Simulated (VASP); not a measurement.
# C (P-1) in VASP: further runs

The runs below take C through single point, with PBEsol+D3(BJ).

Program: VASP 6.6.1. These are calculated values, not measurements. Logs are shortened: lines on timing, memory, paths and dates and some standing lists are left out, and cuts for length are marked.

## 1. The cell of the first run

The typed cell holds 12 atoms: a = 2.458 Å, b = 2.458 Å, c = 20.423 Å, α = 88.85°, β = 89.43°, γ = 60.00°.

## 2. Single point, PBEsol+D3(BJ)

Input file INCAR:

```
PREC = Accurate
ENCUT = 520
EDIFF = 1E-6
ISMEAR = 0
SIGMA = 0.03
LREAL = F
LASPH = T
NELM = 80
ALGO = Normal
ISIF = 2
LWAVE = F
LCHARG = F
GGA = PS
IVDW = 12
NBANDS = 36
```

Input file KPOINTS:

```
regular mesh
0
Gamma
  15 15 2
```

Input file POSCAR:

```
C
1.0
   -1.2289486572     -2.1286015142      0.0000000000
    1.2289486572     -2.1286015142      0.0000000000
    0.2048247762     -0.3547669190     20.4193683166
C
12
Direct
    1.0000000000      0.8476610357      0.9140337857
    0.3333333333      0.2921054802      0.2473671191
    0.6666666667      0.5698832579      0.5807004524
    1.0000000000      0.8745722976      0.7525662143
    0.3333333333      0.3190167421      0.0858995476
    0.6666666667      0.5967945198      0.4192328809
    1.0000000000      0.9856876720      0.0858739677
    0.3333333333      0.2634654498      0.4192073011
    0.6666666667      0.5412432276      0.7525406344
    1.0000000000      0.9032123280      0.5807260323
    0.3333333333      0.1809901057      0.9140593656
    0.6666666667      0.6254345502      0.2473926989
```

Potentials or basis: VASP PAW PBE potentials, release 64 (C).

Started as:

```bash
> cat potpaw_PBE.64/C/POTCAR > POTCAR
> mpirun -np 1 vasp_std > vasp.out
```

OUTCAR:

```text
PREC = Accurate
   ENCUT = 520
   EDIFF = 1E-6
   ISMEAR = 0
   LREAL = F
   LASPH = T
   NELM = 80
   ISIF = 2
   GGA = PS
   IVDW = 12
 IVDW          = 12

 ion  position               nearest neighbor table
   1  0.000  0.848  0.914-  11 1.42  11 1.42  11 1.42
   2  0.333  0.292  0.247-  12 1.42  12 1.42  12 1.42
   3  0.667  0.570  0.581-  10 1.42  10 1.42  10 1.42
   4  0.000  0.875  0.753-   9 1.42   9 1.42   9 1.42
   5  0.333  0.319  0.086-   7 1.42   7 1.42   7 1.42
   6  0.667  0.597  0.419-   8 1.42   8 1.42   8 1.42
   7  0.000  0.986  0.086-   5 1.42   5 1.42   5 1.42
   8  0.333  0.263  0.419-   6 1.42   6 1.42   6 1.42
   9  0.667  0.541  0.753-   4 1.42   4 1.42   4 1.42
  10  0.000  0.903  0.581-   3 1.42   3 1.42   3 1.42
  11  0.333  0.181  0.914-   1 1.42   1 1.42   1 1.42
  12  0.667  0.625  0.247-   2 1.42   2 1.42   2 1.42

  LATTYP: Found a base centered monoclinic cell.
 ALAT       =     2.4578973144
 B/A-ratio  =     1.7320508076
 C/A-ratio  =     8.3093288478
 COS(beta)  =    -0.0200577772

  Lattice vectors:

 A1 = (   1.2289486572,   2.1286015142,   0.0000000000)
 A2 = (  -2.4578973144,   0.0000000000,   0.0000000000)
 A3 = (   0.2048247762,  -0.3547669190,  20.4193683166)

Analysis of symmetry for initial positions (statically):
=====================================================================
 Subroutine PRICEL returns:
 Original cell was already a primitive cell.

 Routine SETGRP: Setting up the symmetry group for a
 base centered monoclinic supercell.

 Subroutine GETGRP returns: Found  2 space group operations
 (whereof  1 operations were pure point group operations)
 out of a pool of  4 trial point group operations.

The static configuration has the point symmetry C_1 .
 The point group associated with its full space group is S_2 .

Analysis of symmetry for dynamics (positions and initial velocities):
=====================================================================
 Subroutine PRICEL returns:
 Original cell was already a primitive cell.

 Routine SETGRP: Setting up the symmetry group for a
 base centered monoclinic supercell.

 Subroutine GETGRP returns: Found  2 space group operations
 (whereof  1 operations were pure point group operations)
 out of a pool of  4 trial point group operations.

The dynamic configuration has the point symmetry C_1 .
 The point group associated with its full space group is S_2 .

 Subroutine INISYM returns: Found  2 space group operations
 (whereof  1 operations are pure point group operations),
 and found     1 'primitive' translations

----------------------------------------------------------------------------------------

                                     Primitive cell

  volume of cell :     106.8318

  direct lattice vectors                    reciprocal lattice vectors
    -1.228948657 -2.128601514  0.000000000    -0.406851822 -0.234896009  0.000000000
     1.228948657 -2.128601514  0.000000000     0.406851822 -0.234896009 -0.008162185
     0.204824776 -0.354766919 20.419368317     0.000000000  0.000000000  0.048973111

  length of vectors
     2.457897314  2.457897314 20.423477060     0.469792018  0.469862917  0.048973111

  position of ions in fractional coordinates (direct lattice)
     0.000000000  0.847661036  0.914033786
     0.333333333  0.292105480  0.247367119
     0.666666667  0.569883258  0.580700452
     0.000000000  0.874572298  0.752566214
     0.333333333  0.319016742  0.085899548
     0.666666667  0.596794520  0.419232881
     0.000000000  0.985687672  0.085873968
     0.333333333  0.263465450  0.419207301
     0.666666667  0.541243228  0.752540634
     0.000000000  0.903212328  0.580726032
     0.333333333  0.180990106  0.914059366
     0.666666667  0.625434550  0.247392699

  ion indices of the primitive-cell ions
   primitive index   ion index
                 1           1
                 2           2
                 3           3
                 4           4
                 5           5
                 6           6
                 7           7
                 8           8
                 9           9
                10          10
                11          11
                12          12

----------------------------------------------------------------------------------------

 KPOINTS: regular mesh

Automatic generation of k-mesh.
 Grid dimensions read from file:
 generate k-points for:   15   15    2

 Generating k-lattice:

  Cartesian coordinates                     Fractional coordinates (reciprocal lattice)
    -0.027123455 -0.015659734  0.000000000     0.066666667  0.000000000 -0.000000000
     0.027123455 -0.015659734 -0.000544146     0.000000000  0.066666667 -0.000000000
     0.000000000  0.000000000  0.024486556     0.000000000  0.000000000  0.500000000

  Length of vectors
     0.031319468  0.031324194  0.024486556

  Shift w.r.t. Gamma in fractional coordinates (k-lattice)
     0.000000000  0.000000000  0.000000000

 Subroutine IBZKPT returns following result:
 ===========================================

 Found    226 irreducible k-points:

 Following reciprocal coordinates:
            Coordinates               Weight
  0.000000  0.000000  0.000000      1.000000
  0.066667 -0.000000  0.000000      2.000000
  0.133333  0.000000  0.000000      2.000000
  0.200000 -0.000000  0.000000      2.000000
  0.266667  0.000000  0.000000      2.000000
  0.333333  0.000000  0.000000      2.000000
[... 16 lines left out ...]
 -0.466667  0.066667 -0.000000      2.000000
  0.000000  0.133333 -0.000000      2.000000
 [... further k-points ...]
   k-points           NKPTS =    226   k-points in BZ     NKDIM =    226   number of bands    NBANDS=     36
   number of dos      NEDOS =    301   number of ions     NIONS =     12
   total plane-waves  NPLWV =  51840
   dimension x,y,z NGX =    18 NGY =   18 NGZ =  160
   dimension x,y,z NGXF=    36 NGYF=   36 NGZF=  320
   ions per type =              12
   NGX,Y,Z   is equivalent  to a cutoff of  12.17, 12.17, 13.02 a.u.
   NGXF,Y,Z  is equivalent  to a cutoff of  24.35, 24.35, 26.05 a.u.
 SYSTEM =  unknown system
   PREC   = accura    normal or accurate (medium, high low for compatibility)
   ISTART =      0    job   : 0-new  1-cont  2-samecut
   ICHARG =      2    charge: 1-file 2-atom 10-const
   ISPIN  =      1    spin polarized calculation?
   LNONCOLLINEAR =      F non collinear calculations
   LSORBIT =      F    spin-orbit coupling
   LASPH  =      T    aspherical Exc in radial PAW
   ENCUT  =  520.0 eV  38.22 Ry    6.18 a.u.   4.57  4.57 37.97*2*pi/ulx,y,z
   NELM   =     80;   NELMIN=  2; NELMDL= -5     # of ELM steps
   EDIFF  = 0.1E-05   stopping-criterion for ELM
   LREAL  =      F    real-space projection
   EDIFFG = 0.1E-04   stopping-criterion for IOM
   NSW    =      0    number of steps for IOM
   IBRION =     -1    ionic relax: 0-MD 1-quasi-New 2-CG
   NFREE  =      0    steps in history (QN), initial steepest desc. (CG)
   ISIF   =      2    stress and relaxation
   ISYM   =      2    0-nonsym 1-usesym 2-fastsym
   POTIM  = 0.5000    time-step for ionic-motion
   TEBEG  =    0.0;   TEEND  =   0.0 temperature during run
   PSTRESS=    0.0 pullay stress
   NELECT =      48.0000    total number of electrons
   NUPDOWN=      -1.0000    fix difference up-down
   EMIN   =  10.00;   EMAX   =-10.00  energy-range for DOS
   EFERMI =   0.00;   METHOD = LEGACY
   ISMEAR =     0;   SIGMA  =   0.03  broadening in eV -4-tet -1-fermi 0-gaus
   EFERMI_NEDOS =   21; number of points for ismear=-14 and -15
   IALGO  =     38    algorithm
   IMIX   =      4    mixing-type and parameters
     AMIX     =   0.40;   BMIX     =  1.00
     AMIX_MAG =   1.60;   BMIX_MAG =  1.00
  volume/ion in A,a.u.               =       8.90        60.08
  Fermi-wavevector in a.u.,A,eV,Ry     =   1.253877  2.369485 21.391199  1.572209
  Thomas-Fermi vector in A             =   2.387709
   LORBIT       =      0    0 simple, 1 ext, 2 COOP (PROOUT), +10 PAW based schemes
   GGA     = PS    functional components
   LHFCALC =     F    Hartree Fock is set to
   AEXX    =    0.0000 exact exchange contribution
   IVDW    =    12    specifies the selected vdW correction
   LEPSILON=     F    determine dielectric tensor
   LRPA    =     F    only Hartree local field effects (RPA)
 non-spin polarized calculation
 Gauss-broadening in eV      SIGMA  =   0.03
  energy-cutoff  :      520.00
  volume of cell :      106.83
 maximum number of plane-waves:      2921
   NGX =  9   NGY =  9   NGZ = 75

 number of electron      48.0000004 magnetization

 Free energy of the ion-electron system (eV)
  ---------------------------------------------------
  ext. energy  EPLUGINS =         0.00000000
  ---------------------------------------------------
  free energy    TOTEN  =      -115.67018212 eV

  energy without entropy =     -115.67018211  energy(sigma->0) =     -115.67018212

 E-fermi :   4.5253     XC(G=0): -10.4544

 val. band max:        4.4233392769   @ k =  -0.3333   0.3333  -0.0000
 cond. band min:       4.6273453087   @ k =  -0.3333   0.3333  -0.0000
 fundamental gap:      0.2040060319
 Fermi energy:         4.5253382911

 k-point     1 :       0.0000    0.0000    0.0000
  band No.  band energies     occupation
      1     -15.1446      2.00000
      2     -15.0826      2.00000
      3     -15.0822      2.00000
      4     -14.9288      2.00000
      5     -14.9285      2.00000
      6     -14.8600      2.00000
[... 28 lines left out ...]
     35      12.9303      0.00000
     36      12.9363      0.00000
[... 866 lines left out ...]
      6     -14.4415      2.00000
[... 28 lines left out ...]
     35      13.2357      0.00000
     36      14.6137      0.00000

 [... further k-points ...]

------------------------ aborting loop because EDIFF is reached ----------------------------------------

 Edisp (eV)   -1.30359

 E8    (eV) :    -0.6337

  FORCE on cell =-STRESS in cart. coord.  units (eV):
  Direction    XX          YY          ZZ          XY          YZ          ZX
  --------------------------------------------------------------------------------------
  -------------------------------------------------------------------------------------
  Total       0.77141     0.77591    -0.15377    -0.00402    -0.04615     0.02511
  in kB      11.56898    11.63651    -2.30607    -0.06027    -0.69209     0.37665
  external pressure =        6.97 kB  Pullay stress =        0.00 kB

 VOLUME and BASIS-vectors are now :
 -----------------------------------------------------------------------------
  energy-cutoff  :      520.00
  volume of cell :      106.83
      direct lattice vectors                 reciprocal lattice vectors
    -1.228948657 -2.128601514  0.000000000    -0.406851822 -0.234896009  0.000000000
     1.228948657 -2.128601514  0.000000000     0.406851822 -0.234896009 -0.008162185
     0.204824776 -0.354766919 20.419368317     0.000000000  0.000000000  0.048973111

 POSITION                                       TOTAL-FORCE (eV/Angst)
 -----------------------------------------------------------------------------------
      1.22895     -2.12860     18.66399        -0.003376      0.004775      0.007309
      0.00000     -1.41907      5.05108         0.000258     -0.000705      0.001523
     -0.00000     -2.83814     11.85754        -0.000137      0.000420      0.001844
      1.22895     -2.12860     15.36693        -0.000258      0.000705     -0.001523
      0.00000     -1.41907      1.75401         0.003376     -0.004775     -0.007309
     -0.00000     -2.83814      8.56047         0.000137     -0.000420     -0.001844
      1.22895     -2.12860      1.75349         0.003461     -0.007038     -0.009204
      0.00000     -1.41907      8.55995        -0.000157      0.000452     -0.002616
     -0.00000     -2.83814     15.36640         0.000171     -0.000279     -0.002909
      1.22895     -2.12860     11.85806         0.000157     -0.000452      0.002616
      0.00000     -1.41907     18.66451        -0.003461      0.007038      0.009204
     -0.00000     -2.83814      5.05160        -0.000171      0.000279      0.002909
 -----------------------------------------------------------------------------------
    total drift:                                0.000000      0.000000     -0.000002

  FREE ENERGIE OF THE ION-ELECTRON SYSTEM (eV)
  ---------------------------------------------------
  free  energy   TOTEN  =      -116.9737673598 eV

  energy  without entropy=     -116.9737673571  energy(sigma->0) =     -116.97376736
```

Wall time 16 min (1 thread of Oxide Virtual Turin-like, shared host); peak memory 0.58 GiB.

What came out:

```
Free energy                : -116.9738 eV
Pressure                   : 0.7 GPa
Largest force              : 0.012 eV/Å
Dispersion energy per atom : -0.109 eV
```

Forces in eV/Å, atoms in the order of the input:
```
C   -0.003  0.005  0.007
C    0.000 -0.001  0.002
C    0.000  0.000  0.002
C    0.000  0.001 -0.002
C    0.003 -0.005 -0.007
C    0.000  0.000 -0.002
C    0.003 -0.007 -0.009
C    0.000  0.000 -0.003
C    0.000  0.000 -0.003
C    0.000  0.000  0.003
C   -0.003  0.007  0.009
C    0.000  0.000  0.003
```

Caveat: the PAW data sets were made with another functional, which shifts forces and pressure a little.

## 3. Single point, PBEsol+D3(BJ)

Input file INCAR:

```
PREC = Accurate
ENCUT = 520
EDIFF = 1E-7
ISMEAR = 0
SIGMA = 0.03
LREAL = False
LASPH = True
NELM = 60
ALGO = Normal
ISIF = 2
LWAVE = False
LCHARG = True
GGA = PS
IVDW = 12
LELF = True
LVHAR = True
NBANDS = 36
```

KPOINTS is that of step 2.

Input file POSCAR:

```
C
1.0
   -1.2289486572     -2.1286015142      0.0000000000
    1.2289486572     -2.1286015142      0.0000000000
    0.4096495524     -0.7095338381     20.4193683166
C
12
Direct
    1.0000000000      0.6953220714      0.9140337857
    0.3333333333      0.2508776270      0.2473671191
    0.6666666667      0.4730998492      0.5807004524
    1.0000000000      0.7491445952      0.7525662143
    0.3333333333      0.3047001508      0.0858995476
    0.6666666667      0.5269223730      0.4192328809
    1.0000000000      0.9713753441      0.0858739677
    0.3333333333      0.1935975663      0.4192073011
    0.6666666667      0.4158197885      0.7525406344
    1.0000000000      0.8064246559      0.5807260323
    0.3333333333      0.0286468781      0.9140593656
    0.6666666667      0.5842024337      0.2473926989
```

Potentials or basis: VASP PAW PBE potentials, release 64 (C).

Started as:

```bash
> cat potpaw_PBE.64/C/POTCAR > POTCAR
> mpirun -np 1 vasp_std > vasp.out
```

Wall time 20 min (1 thread of Oxide Virtual Turin-like, shared host); peak memory 0.58 GiB.

Results (log left out):

- Free energy: -116.9799 eV
- Pressure: 0.7 GPa
- Largest force: 0.023 eV/Å
- Dispersion energy per atom: -0.109 eV

Forces in eV/Å, atoms in the order of the input:
```
C   -0.004  0.004  0.017
C    0.000 -0.001  0.000
C    0.000  0.001  0.002
C    0.000  0.001  0.000
C    0.004 -0.004 -0.017
C    0.000 -0.001 -0.002
C    0.002 -0.007 -0.021
C    0.000  0.001 -0.002
C    0.000  0.000 -0.003
C    0.000 -0.001  0.002
C   -0.002  0.007  0.021
C    0.000  0.000  0.003
```

Stress tensor (GPa, compression positive):
```
 1.17 -0.02  0.03
-0.02  1.19 -0.07
 0.03 -0.07 -0.35
```

Caveat: the PAW data sets were made with another functional, which shifts forces and pressure a little.
